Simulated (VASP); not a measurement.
# KF in VASP: notebook

KF is run at these levels: PBE, r2SCAN; tasks: single point.

Program: VASP 6.6.1. These are calculated values, not measurements. Logs are shortened: lines on timing, memory, paths and dates and some standing lists are left out, and cuts for length are marked.

### Step 1. The cell of the first run

It takes space group Fm-3m (No. 225, cubic). The conventional cell has a = 5.404 Å, b = 5.404 Å, c = 5.404 Å, α = 90.00°, β = 90.00°, γ = 90.00°. K (site symmetry m-3m) has 6 F at 2.70 Å within 3.6 Å. F (site symmetry m-3m) has 6 K at 2.70 Å within 3.6 Å.

### Step 2. Single point, PBE (strain +1.6%)

File INCAR:

```
PREC = Accurate
ENCUT = 520
EDIFF = 1E-6
ISMEAR = -1
SIGMA = 0.02
LREAL = F
LASPH = T
NELM = 80
ALGO = Normal
ISIF = 2
LWAVE = F
LCHARG = F
GGA = PE
NBANDS = 15
```

File KPOINTS:

```
Automatic mesh
0
Gamma
  8 8 8
```

File POSCAR:

```
KF
1.0
    0.0000000000      2.7020357406      2.7020357406
    2.7020357406      0.0000000000      2.7020357406
    2.7020357406      2.7020357406      0.0000000000
K F
1 1
Direct
    0.0000000000      0.0000000000      0.0000000000
    0.5000000000      0.5000000000      0.5000000000
```

Potentials or basis: VASP PAW PBE potentials, release 64 (K_sv, F).

Started as:

```
$ cat potpaw_PBE.64/K_sv/POTCAR potpaw_PBE.64/F/POTCAR > POTCAR
$ mpirun -np 1 vasp_std > vasp.out
```

OUTCAR:

```text
PREC = Accurate
   ENCUT = 520
   EDIFF = 1E-6
   ISMEAR = -1
   LREAL = F
   LASPH = T
   NELM = 80
   ISIF = 2
   GGA = PE

 ion  position               nearest neighbor table
   1  0.000  0.000  0.000-   2 2.70   2 2.70   2 2.70   2 2.70   2 2.70   2 2.70
   2  0.500  0.500  0.500-   1 2.70   1 2.70   1 2.70   1 2.70   1 2.70   1 2.70

  LATTYP: Found a face centered cubic cell.
 ALAT       =     5.4040714812

  Lattice vectors:

 A1 = (   0.0000000000,   2.7020357406,   2.7020357406)
 A2 = (   2.7020357406,   0.0000000000,   2.7020357406)
 A3 = (   2.7020357406,   2.7020357406,   0.0000000000)

Analysis of symmetry for initial positions (statically):
=====================================================================
 Subroutine PRICEL returns:
 Original cell was already a primitive cell.

 Routine SETGRP: Setting up the symmetry group for a
 face centered cubic supercell.

 Subroutine GETGRP returns: Found 48 space group operations
 (whereof 48 operations were pure point group operations)
 out of a pool of 48 trial point group operations.

The static configuration has the point symmetry O_h .

Analysis of symmetry for dynamics (positions and initial velocities):
=====================================================================
 Subroutine PRICEL returns:
 Original cell was already a primitive cell.

 Routine SETGRP: Setting up the symmetry group for a
 face centered cubic supercell.

 Subroutine GETGRP returns: Found 48 space group operations
 (whereof 48 operations were pure point group operations)
 out of a pool of 48 trial point group operations.

The dynamic configuration has the point symmetry O_h .

 Subroutine INISYM returns: Found 48 space group operations
 (whereof 48 operations are pure point group operations),
 and found     1 'primitive' translations

----------------------------------------------------------------------------------------

                                     Primitive cell

  volume of cell :      39.4551

  direct lattice vectors                    reciprocal lattice vectors
     0.000000000  2.702035741  2.702035741    -0.185045665  0.185045665  0.185045665
     2.702035741  0.000000000  2.702035741     0.185045665 -0.185045665  0.185045665
     2.702035741  2.702035741  0.000000000     0.185045665  0.185045665 -0.185045665

  length of vectors
     3.821255590  3.821255590  3.821255590     0.320508493  0.320508493  0.320508493

  position of ions in fractional coordinates (direct lattice)
     0.000000000  0.000000000  0.000000000
     0.500000000  0.500000000  0.500000000

  ion indices of the primitive-cell ions
   primitive index   ion index
                 1           1
                 2           2

----------------------------------------------------------------------------------------

 KPOINTS: Automatic mesh

Automatic generation of k-mesh.
 Grid dimensions read from file:
 generate k-points for:    8    8    8

 Generating k-lattice:

  Cartesian coordinates                     Fractional coordinates (reciprocal lattice)
    -0.023130708  0.023130708  0.023130708     0.125000000  0.000000000  0.000000000
     0.023130708 -0.023130708  0.023130708     0.000000000  0.125000000  0.000000000
     0.023130708  0.023130708 -0.023130708     0.000000000  0.000000000  0.125000000

  Length of vectors
     0.040063562  0.040063562  0.040063562

  Shift w.r.t. Gamma in fractional coordinates (k-lattice)
     0.000000000  0.000000000  0.000000000

 Subroutine IBZKPT returns following result:
 ===========================================

 Found     29 irreducible k-points:

 Following reciprocal coordinates:
            Coordinates               Weight
  0.000000  0.000000  0.000000      1.000000
  0.125000  0.000000  0.000000      8.000000
  0.250000  0.000000  0.000000      8.000000
  0.375000  0.000000  0.000000      8.000000
  0.500000  0.000000  0.000000      4.000000
  0.125000  0.125000  0.000000      6.000000
[... 16 lines left out ...]
  0.500000  0.250000  0.125000     48.000000
 -0.375000  0.250000  0.125000     24.000000
 [... further k-points ...]
   k-points           NKPTS =     29   k-points in BZ     NKDIM =     29   number of bands    NBANDS=     15
   number of dos      NEDOS =    301   number of ions     NIONS =      2
   total plane-waves  NPLWV =  21952
   dimension x,y,z NGX =    28 NGY =   28 NGZ =   28
   dimension x,y,z NGXF=    56 NGYF=   56 NGZF=   56
   ions per type =               1   1
   NGX,Y,Z   is equivalent  to a cutoff of  12.18, 12.18, 12.18 a.u.
   NGXF,Y,Z  is equivalent  to a cutoff of  24.36, 24.36, 24.36 a.u.
 SYSTEM =  unknown system
   PREC   = accura    normal or accurate (medium, high low for compatibility)
   ISTART =      0    job   : 0-new  1-cont  2-samecut
   ICHARG =      2    charge: 1-file 2-atom 10-const
   ISPIN  =      1    spin polarized calculation?
   LNONCOLLINEAR =      F non collinear calculations
   LSORBIT =      F    spin-orbit coupling
   LASPH  =      T    aspherical Exc in radial PAW
   ENCUT  =  520.0 eV  38.22 Ry    6.18 a.u.   7.11  7.11  7.11*2*pi/ulx,y,z
   NELM   =     80;   NELMIN=  2; NELMDL= -5     # of ELM steps
   EDIFF  = 0.1E-05   stopping-criterion for ELM
   LREAL  =      F    real-space projection
   EDIFFG = 0.1E-04   stopping-criterion for IOM
   NSW    =      0    number of steps for IOM
   IBRION =     -1    ionic relax: 0-MD 1-quasi-New 2-CG
   NFREE  =      0    steps in history (QN), initial steepest desc. (CG)
   ISIF   =      2    stress and relaxation
   ISYM   =      2    0-nonsym 1-usesym 2-fastsym
   POTIM  = 0.5000    time-step for ionic-motion
   TEBEG  =    0.0;   TEEND  =   0.0 temperature during run
   PSTRESS=    0.0 pullay stress
   NELECT =      16.0000    total number of electrons
   NUPDOWN=      -1.0000    fix difference up-down
   EMIN   =  10.00;   EMAX   =-10.00  energy-range for DOS
   EFERMI =   0.00;   METHOD = LEGACY
   ISMEAR =    -1;   SIGMA  =   0.02  broadening in eV -4-tet -1-fermi 0-gaus
   EFERMI_NEDOS =   21; number of points for ismear=-14 and -15
   IALGO  =     38    algorithm
   IMIX   =      4    mixing-type and parameters
     AMIX     =   0.40;   BMIX     =  1.00
     AMIX_MAG =   1.60;   BMIX_MAG =  1.00
  volume/ion in A,a.u.               =      19.73       133.13
  Fermi-wavevector in a.u.,A,eV,Ry     =   1.211752  2.289879 19.978017  1.468343
  Thomas-Fermi vector in A             =   2.347258
   LORBIT       =      0    0 simple, 1 ext, 2 COOP (PROOUT), +10 PAW based schemes
   GGA     = PE    functional components
   LHFCALC =     F    Hartree Fock is set to
   AEXX    =    0.0000 exact exchange contribution
   IVDW    =     0    specifies the selected vdW correction
   LEPSILON=     F    determine dielectric tensor
   LRPA    =     F    only Hartree local field effects (RPA)
 non-spin polarized calculation
  energy-cutoff  :      520.00
  volume of cell :       39.46
 maximum number of plane-waves:      1072
   NGX = 15   NGY = 15   NGZ = 15

 number of electron      15.9999985 magnetization

 Free energy of the ion-electron system (eV)
  ---------------------------------------------------
  ext. energy  EPLUGINS =         0.00000000
  ---------------------------------------------------
  free energy    TOTEN  =        -8.29852675 eV

  energy without entropy =       -8.29852675  energy(sigma->0) =       -8.29852675

 E-fermi :  -2.4402     XC(G=0):  -8.2521

 val. band max:       -2.8917855589   @ k =   0.0000   0.0000   0.0000
 cond. band min:       3.1005496719   @ k =   0.0000   0.0000   0.0000
 fundamental gap:      5.9923352308
 Fermi energy:        -2.4401766442

 k-point     1 :       0.0000    0.0000    0.0000
  band No.  band energies     occupation
      1     -29.1246      2.00000
      2     -21.5306      2.00000
      3     -12.3984      2.00000
      4     -12.3984      2.00000
      5     -12.3984      2.00000
      6      -2.8918      2.00000
      7      -2.8918      2.00000
      8      -2.8918      2.00000
      9       3.1005      0.00000
     10       7.6923      0.00000
     11       7.6923      0.00000
     12       7.6923      0.00000
     13       9.3197      0.00000
     14       9.3197      0.00000
     15      13.8236      0.00000

 k-point     2 :       0.1250    0.0000    0.0000
  band No.  band energies     occupation
      1     -29.1130      2.00000
      2     -21.5405      2.00000
      3     -12.4364      2.00000
      4     -12.4035      2.00000
      5     -12.4035      2.00000
      6      -3.0253      2.00000
      7      -2.9403      2.00000
      8      -2.9403      2.00000
      9       3.5212      0.00000
     10       7.4459      0.00000
     11       7.8945      0.00000
     12       7.8946      0.00000
     13       9.4537      0.00000
     14       9.4537      0.00000
     15      14.5472      0.00000

 k-point     3 :       0.2500    0.0000    0.0000
  band No.  band energies     occupation
      1     -29.0846      2.00000
      2     -21.5659      2.00000
      3     -12.5273      2.00000
      4     -12.4159      2.00000
      5     -12.4159      2.00000
      6      -3.3086      2.00000
      7      -3.0549      2.00000
      8      -3.0549      2.00000
      9       4.5776      0.00000
     10       7.0925      0.00000
     11       8.3924      0.00000
     12       8.3924      0.00000
     13       9.8764      0.00000
     14       9.8765      0.00000
     15      15.4351      0.00000

 k-point     4 :       0.3750    0.0000    0.0000
  band No.  band energies     occupation
      1     -29.0559      2.00000
      2     -21.5912      2.00000
      3     -12.6169      2.00000
      4     -12.4281      2.00000
      5     -12.4281      2.00000
      6      -3.5538      2.00000
      7      -3.1663      2.00000
      8      -3.1663      2.00000
      9       5.6788      0.00000
     10       7.1280      0.00000
     11       8.8543      0.00000
     12       8.8543      0.00000
     13      10.6307      0.00000
     14      10.6307      0.00000
     15      13.8663      0.00000
[... 307 lines left out ...]
 k-point    22 :       0.3750    0.2500    0.1250
  band No.  band energies     occupation
      1     -29.0650      2.00000
      2     -21.5678      2.00000
      3     -12.5635      2.00000
      4     -12.5299      2.00000
      5     -12.4441      2.00000
      6      -3.3965      2.00000
      7      -3.0901      2.00000
      8      -2.9716      2.00000
      9       5.2597      0.00000
     10       6.4832      0.00000
     11       8.8278      0.00000
     12       9.0202      0.00000
     13       9.8856      0.00000
     14      10.3517      0.00000
     15      15.0012      0.00000

 k-point    23 :       0.5000    0.2500    0.1250
  band No.  band energies     occupation
      1     -29.0430      2.00000
      2     -21.5775      2.00000
      3     -12.6507      2.00000
      4     -12.5778      2.00000
      5     -12.4587      2.00000
      6      -3.4315      2.00000
      7      -3.1695      2.00000
      8      -3.0499      2.00000
      9       6.1509      0.00000
     10       6.6279      0.00000
     11       8.6805      0.00000
     12       9.5089      0.00000
     13      10.4028      0.00000
     14      11.3362      0.00000
     15      12.9618      0.00000

 k-point    24 :      -0.3750    0.2500    0.1250
  band No.  band energies     occupation
      1     -29.0338      2.00000
      2     -21.5816      2.00000
      3     -12.6904      2.00000
      4     -12.5924      2.00000
      5     -12.4662      2.00000
      6      -3.4378      2.00000
      7      -3.1549      2.00000
      8      -3.1382      2.00000
      9       6.3709      0.00000
     10       7.0341      0.00000
     11       8.5945      0.00000
     12       9.6484      0.00000
     13      10.8591      0.00000
     14      11.8589      0.00000
     15      12.0352      0.00000

 [... further k-points ...]

------------------------ aborting loop because EDIFF is reached ----------------------------------------

  FORCE on cell =-STRESS in cart. coord.  units (eV):
  Direction    XX          YY          ZZ          XY          YZ          ZX
  --------------------------------------------------------------------------------------
  -------------------------------------------------------------------------------------
  Total        0.0716345      0.0716345      0.0716345      0.0000000     -0.0000000      0.0000000
  in kB        2.9089064      2.9089064      2.9089064      0.0000000     -0.0000000      0.0000000
  external PRESSURE =       2.9089064 kB  Pullay stress =       0.0000000 kB

 VOLUME and BASIS-vectors are now :
 -----------------------------------------------------------------------------
  energy-cutoff  :      520.00
  volume of cell :       39.46
      direct lattice vectors                 reciprocal lattice vectors
     0.000000000  2.702035741  2.702035741    -0.185045665  0.185045665  0.185045665
     2.702035741  0.000000000  2.702035741     0.185045665 -0.185045665  0.185045665
     2.702035741  2.702035741  0.000000000     0.185045665  0.185045665 -0.185045665

 POSITION                                       TOTAL-FORCE (eV/Angst)
 -----------------------------------------------------------------------------------
      0.00000      0.00000      0.00000         0.000000     -0.000000     -0.000000
      2.70204      2.70204      2.70204         0.000000      0.000000      0.000000
 -----------------------------------------------------------------------------------
    total drift:                                0.000000      0.000000      0.000000

  FREE ENERGIE OF THE ION-ELECTRON SYSTEM (eV)
  ---------------------------------------------------
  free  energy   TOTEN  =        -8.2985267491 eV

  energy  without entropy=       -8.2985267491  energy(sigma->0) =       -8.29852675
```

Wall time 14 s (1 thread of Intel Xeon Platinum 8259CL at 2.50GHz (Skylake/Cascade Lake), shared host); peak memory 0.16 GiB.

What came out:

| Quantity | Value |
| --- | --- |
| Free energy | -8.2985 eV |
| Pressure | 0.3 GPa |
| Band gap on the k mesh | 5.99 eV |

Caveat: the cell differs from its parent crystal (strain +1.6%). A k mesh can miss the band edges.

[end of part 1 of 2]
